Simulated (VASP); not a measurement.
# AlRu (Pm-3m) in VASP: elastic constants with LDA

Aim: the elastic constants of AlRu with LDA.

Everything below comes from runs of VASP 6.6.1. Logs are shortened: lines on timing, memory, paths and dates and some standing lists are left out, and cuts for length are marked.

## 1. The cell of the first run

The structure is cubic, space group Pm-3m (No. 221). The conventional cell has a = 2.955 Å, b = 2.955 Å, c = 2.955 Å, α = 90.00°, β = 90.00°, γ = 90.00°. Ru (site symmetry m-3m) has 8 Al at 2.56 Å and 6 Ru at 2.95 Å within 3.4 Å. Within 3.4 Å of Al (site symmetry m-3m) lie 8 Ru at 2.56 Å and 6 Al at 2.95 Å.

## 2. Elastic constants, LDA

Contents of INCAR:

```
SYSTEM = AlRu
ALGO = Normal
EDIFF = 1E-8
ENCUT = 600
IBRION = 6
ISIF = 3
ISMEAR = 0
LASPH = .TRUE.
LCHARG = .FALSE.
LREAL = .FALSE.
LWAVE = .FALSE.
NBANDS = 16
NELM = 100
NFREE = 2
NSW = 1
POTIM = 0.015
PREC = Accurate
SIGMA = 0.3
```

Contents of KPOINTS:

```
k-points
0
G
  16 16 16
  0 0 0
```

Contents of POSCAR:

```
AlRu
1.0
    2.9549208854      0.0000000000      0.0000000000
    0.0000000000      2.9549208854      0.0000000000
    0.0000000000      0.0000000000      2.9549208854
Ru Al
1 1
Direct
    0.0000000000      0.0000000000      0.0000000000
    0.5000000000      0.5000000000      0.5000000000
```

Potentials or basis: VASP PAW LDA potentials, release 64 (Ru_pv, Al).

Started as:

```bash
$ cat potpaw_LDA.64/Ru_pv/POTCAR potpaw_LDA.64/Al/POTCAR > POTCAR
$ mpirun -np 1 vasp_std > vasp.out
```

OUTCAR:

```text
SYSTEM = AlRu
   EDIFF = 1E-8
   ENCUT = 600
   IBRION = 6
   ISIF = 3
   ISMEAR = 0
   LASPH = .TRUE.
   LREAL = .FALSE.
   NELM = 100
   NFREE = 2
   NSW = 1
   POTIM = 0.015
   PREC = Accurate

 ion  position               nearest neighbor table
   1  0.000  0.000  0.000-   2 2.56   2 2.56   2 2.56   2 2.56   2 2.56   2 2.56   2 2.56   2 2.56

   2  0.500  0.500  0.500-   1 2.56   1 2.56   1 2.56   1 2.56   1 2.56   1 2.56   1 2.56   1 2.56

  LATTYP: Found a simple cubic cell.
 ALAT       =     2.9549208854

  Lattice vectors:

 A1 = (   2.9549208854,   0.0000000000,   0.0000000000)
 A2 = (   0.0000000000,   2.9549208854,   0.0000000000)
 A3 = (   0.0000000000,   0.0000000000,   2.9549208854)

Analysis of symmetry for initial positions (statically):
=====================================================================
 Subroutine PRICEL returns:
 Original cell was already a primitive cell.

 Routine SETGRP: Setting up the symmetry group for a
 simple cubic supercell.

 Subroutine GETGRP returns: Found 48 space group operations
 (whereof 48 operations were pure point group operations)
 out of a pool of 48 trial point group operations.

The static configuration has the point symmetry O_h .

Analysis of symmetry for dynamics (positions and initial velocities):
=====================================================================
 Subroutine PRICEL returns:
 Original cell was already a primitive cell.

 Routine SETGRP: Setting up the symmetry group for a
 simple cubic supercell.

 Subroutine GETGRP returns: Found 48 space group operations
 (whereof 48 operations were pure point group operations)
 out of a pool of 48 trial point group operations.

The dynamic configuration has the point symmetry O_h .

 Subroutine INISYM returns: Found 48 space group operations
 (whereof 48 operations are pure point group operations),
 and found     1 'primitive' translations

----------------------------------------------------------------------------------------

                                     Primitive cell

  volume of cell :      25.8011

  direct lattice vectors                    reciprocal lattice vectors
     2.954920885  0.000000000  0.000000000     0.338418536  0.000000000  0.000000000
     0.000000000  2.954920885  0.000000000     0.000000000  0.338418536  0.000000000
     0.000000000  0.000000000  2.954920885     0.000000000  0.000000000  0.338418536

  length of vectors
     2.954920885  2.954920885  2.954920885     0.338418536  0.338418536  0.338418536

  position of ions in fractional coordinates (direct lattice)
     0.000000000  0.000000000  0.000000000
     0.500000000  0.500000000  0.500000000

  ion indices of the primitive-cell ions
   primitive index   ion index
                 1           1
                 2           2

----------------------------------------------------------------------------------------

 KPOINTS: k-points

Automatic generation of k-mesh.
 Grid dimensions read from file:
 generate k-points for:   16   16   16

 Generating k-lattice:

  Cartesian coordinates                     Fractional coordinates (reciprocal lattice)
     0.021151158  0.000000000  0.000000000     0.062500000  0.000000000  0.000000000
     0.000000000  0.021151158  0.000000000     0.000000000  0.062500000  0.000000000
     0.000000000  0.000000000  0.021151158     0.000000000  0.000000000  0.062500000

  Length of vectors
     0.021151158  0.021151158  0.021151158

  Shift w.r.t. Gamma in fractional coordinates (k-lattice)
     0.000000000  0.000000000  0.000000000

 Subroutine IBZKPT returns following result:
 ===========================================

 Found    165 irreducible k-points:

 Following reciprocal coordinates:
            Coordinates               Weight
  0.000000  0.000000  0.000000      1.000000
  0.062500  0.000000  0.000000      6.000000
  0.125000  0.000000  0.000000      6.000000
[... 44 lines left out ...]
   IBRION =      6    ionic relax: 0-MD 1-quasi-New 2-CG
   NFREE  =      2    steps in history (QN), initial steepest desc. (CG)
   ISIF   =      3    stress and relaxation
   ISYM   =      2    0-nonsym 1-usesym 2-fastsym
   POTIM  = 0.0150    time-step for ionic-motion
   TEBEG  =    0.0;   TEEND  =   0.0 temperature during run
   PSTRESS=    0.0 pullay stress
   NELECT =      17.0000    total number of electrons
   NUPDOWN=      -1.0000    fix difference up-down
   EMIN   =  10.00;   EMAX   =-10.00  energy-range for DOS
   EFERMI =   0.00;   METHOD = LEGACY
   ISMEAR =     0;   SIGMA  =   0.30  broadening in eV -4-tet -1-fermi 0-gaus
   EFERMI_NEDOS =   21; number of points for ismear=-14 and -15
   IALGO  =     38    algorithm
   IMIX   =      4    mixing-type and parameters
     AMIX     =   0.40;   BMIX     =  1.00
     AMIX_MAG =   1.60;   BMIX_MAG =  1.00
  volume/ion in A,a.u.               =      12.90        87.06
  Fermi-wavevector in a.u.,A,eV,Ry     =   1.424553  2.692015 27.611000  2.029351
  Thomas-Fermi vector in A             =   2.545032
   LORBIT       =      0    0 simple, 1 ext, 2 COOP (PROOUT), +10 PAW based schemes
   GGA     = CA    functional components
   LHFCALC =     F    Hartree Fock is set to
   AEXX    =    0.0000 exact exchange contribution
   IVDW    =     0    specifies the selected vdW correction
   LEPSILON=     F    determine dielectric tensor
   LRPA    =     F    only Hartree local field effects (RPA)
 finite differences with symmetry
 non-spin polarized calculation
 Gauss-broadening in eV      SIGMA  =   0.30
  energy-cutoff  :      600.00
  volume of cell :       25.80
 maximum number of plane-waves:       912
 NGX is ok and might be reduce to    24
   NGX = 11   NGY = 11   NGZ = 11

--------------------------------------- Ionic step        1  -------------------------------------------

 number of electron      16.9999998 magnetization

 Free energy of the ion-electron system (eV)
  ---------------------------------------------------
  ext. energy  EPLUGINS =         0.00000000
  ---------------------------------------------------
  free energy    TOTEN  =       -16.21586206 eV

  energy without entropy =      -16.14821553  energy(sigma->0) =      -16.18203879

------------------------ aborting loop because EDIFF is reached ----------------------------------------

  FORCE on cell =-STRESS in cart. coord.  units (eV):
  Direction    XX          YY          ZZ          XY          YZ          ZX
  --------------------------------------------------------------------------------------
  -------------------------------------------------------------------------------------
  Total        0.0908333      0.0908333      0.0908333      0.0000000     -0.0000000      0.0000000
  in kB        5.6405066      5.6405066      5.6405066      0.0000000     -0.0000000      0.0000000
  external PRESSURE =       5.6405066 kB  Pullay stress =       0.0000000 kB
[... 89 lines left out ...]
  FREE ENERGIE OF THE ION-ELECTRON SYSTEM (eV)
  ---------------------------------------------------
  free  energy   TOTEN  =       -16.2077292339 eV

  energy  without entropy=      -16.1414702289  energy(sigma->0) =      -16.17459973

[... ionic steps 4 to 14 ...]

--------------------------------------- Ionic step       15  -------------------------------------------

 number of electron      16.9999999 magnetization

------------------------ aborting loop because EDIFF is reached ----------------------------------------
[... 67 lines left out ...]
--------------------------------------- Ionic step       17  -------------------------------------------

 number of electron      16.9999998 magnetization

 Free energy of the ion-electron system (eV)
  ---------------------------------------------------
  ext. energy  EPLUGINS =         0.00000000
  ---------------------------------------------------
  free energy    TOTEN  =       -16.21492059 eV

  energy without entropy =      -16.14727207  energy(sigma->0) =      -16.18109633

 E-fermi :  11.0755     XC(G=0): -12.9836

 val. band max:       11.0730086766   @ k =   0.1250   0.4375   0.4375
 cond. band min:      11.0800671077   @ k =   0.0625   0.0625   0.0625
 fundamental gap:      0.0070584311
 Fermi energy:        11.0754754189

 k-point     1 :       0.0000    0.0000    0.0000
  band No.  band energies     occupation
      1     -30.5310      2.00000
      2     -30.5310      2.00000
      3     -30.5309      2.00000
      4       1.1700      2.00000
      5       7.2477      2.00000
      6       7.2479      2.00000
[... 433 lines left out ...]
      3     -30.5069      2.00000
      4       5.3526      2.00000
      5       5.4309      2.00000
      6       8.2600      2.00000
[... 8 lines left out ...]
     15      22.9974      0.00000
     16      23.7820      0.00000

 [... further k-points ...]
[... 5 lines left out ...]
  --------------------------------------------------------------------------------------
  -------------------------------------------------------------------------------------
  Total        0.0922554      0.0954989      0.0954989      0.0000000     -0.0000000      0.0000000
  in kB        5.7288135      5.9302249      5.9302249      0.0000000     -0.0000000      0.0000000
  external PRESSURE =       5.8630877 kB  Pullay stress =       0.0000000 kB
[... 17 lines left out ...]
  FREE ENERGIE OF THE ION-ELECTRON SYSTEM (eV)
  ---------------------------------------------------
  free  energy   TOTEN  =       -16.2149205906 eV

  energy  without entropy=      -16.1472720667  energy(sigma->0) =      -16.18109633

 INTERNAL STRAIN TENSORS FROM STRAINED CELLS
 ============================================

 INTERNAL STRAIN TENSOR FOR ION    1 for displacements in x,y,z  (eV/Angst):
          X           Y           Z          XY          YZ          ZX
  --------------------------------------------------------------------------------
  x     0.00000     0.00000     0.00000     0.00000     0.00000    -0.00000
  y     0.00000     0.00000     0.00000     0.00000     0.00000     0.00000
  z     0.00000     0.00000     0.00000     0.00000     0.00000     0.00000

 INTERNAL STRAIN TENSORS FROM DISPLACED ATOMS
 ============================================

 INTERNAL STRAIN TENSOR FOR ION    1 for displacements in x,y,z  (eV/Angst):
          X           Y           Z          XY          YZ          ZX
  --------------------------------------------------------------------------------
  x     0.00000     0.00000     0.00000     0.00000     0.00000     0.00000
  y     0.00000     0.00000     0.00000     0.00000     0.00000     0.00000
  z     0.00000     0.00000     0.00000     0.00000     0.00000     0.00000

 INTERNAL STRAIN TENSOR FOR ION    2 for displacements in x,y,z  (eV/Angst):
          X           Y           Z          XY          YZ          ZX
  --------------------------------------------------------------------------------
  x     0.00000     0.00000     0.00000     0.00000     0.00000     0.00000
  y     0.00000     0.00000     0.00000     0.00000     0.00000     0.00000
  z     0.00000     0.00000     0.00000     0.00000     0.00000     0.00000

 Eigenvectors and eigenvalues of the dynamical matrix
 ----------------------------------------------------

   1 f  =    9.800020 THz    61.575341 2PiTHz  326.893477 cm-1    40.529607 meV
             X         Y         Z           dx          dy          dz
      0.000000  0.000000  0.000000    -0.458990   -0.000000    0.000000
      1.477460  1.477460  1.477460     0.888441    0.000000    0.000000
[... 21 lines left out ...]
   6 f/i=    0.000396 THz     0.002488 2PiTHz    0.013207 cm-1     0.001638 meV
             X         Y         Z           dx          dy          dz
      0.000000  0.000000  0.000000    -0.000000   -0.000000   -0.888441
      1.477460  1.477460  1.477460     0.000000    0.000000   -0.458990

--------------------------------------------------------------------------------------------------------

 ELASTIC MODULI CONTR FROM IONIC RELAXATION (kBar)
 Direction    XX          YY          ZZ          XY          YZ          ZX
 --------------------------------------------------------------------------------
 XX           0.0000      0.0000      0.0000      0.0000      0.0000      0.0000
 YY           0.0000      0.0000      0.0000      0.0000      0.0000      0.0000
 ZZ           0.0000      0.0000      0.0000      0.0000      0.0000      0.0000
 XY           0.0000      0.0000      0.0000      0.0000      0.0000      0.0000
 YZ           0.0000      0.0000      0.0000      0.0000      0.0000      0.0000
 ZX           0.0000      0.0000      0.0000      0.0000      0.0000      0.0000
 --------------------------------------------------------------------------------

 TOTAL ELASTIC MODULI (kBar)
 Direction    XX          YY          ZZ          XY          YZ          ZX
 --------------------------------------------------------------------------------
 XX        3603.3919   1698.0161   1698.0161     -0.0000      0.0000     -0.0000
 YY        1698.0161   3603.3919   1698.0161      0.0000      0.0000     -0.0000
 ZZ        1698.0161   1698.0161   3603.3919      0.0000      0.0000      0.0000
 XY          -0.0000      0.0000      0.0000   1403.4214      0.0000      0.0000
 YZ           0.0000      0.0000      0.0000      0.0000   1403.4214      0.0000
 ZX          -0.0000     -0.0000      0.0000      0.0000      0.0000   1403.4214
 --------------------------------------------------------------------------------
```

Run time: 40 min. Hardware: 1 thread of AMD EPYC 9R45 (Zen 5), shared host; peak memory 0.91 GiB.

Results:

```yaml
Elastic_constants_C11_C12_C44: 360, 170, 140 GPa
Voigt_bulk_modulus: 233 GPa
Highest_phonon_frequency_at_Γ: 327 cm⁻¹
```

Phonon frequencies in cm⁻¹ (negative: imaginary):
```
              q point        frequencies
(0.000, 0.000, 0.000)  0 0 0 327 327 327
```

Elastic tensor in Voigt notation (GPa, in the Cartesian axes of the cell as first typed):
```
360 170 170   0   0   0
170 360 170   0   0   0
170 170 360   0   0   0
  0   0   0 140   0   0
  0   0   0   0 140   0
  0   0   0   0   0 140
```

Clamped-ion elastic tensor (GPa):
```
360 170 170   0   0   0
170 360 170   0   0   0
170 170 360   0   0   0
  0   0   0 140   0   0
  0   0   0   0 140   0
  0   0   0   0   0 140
```
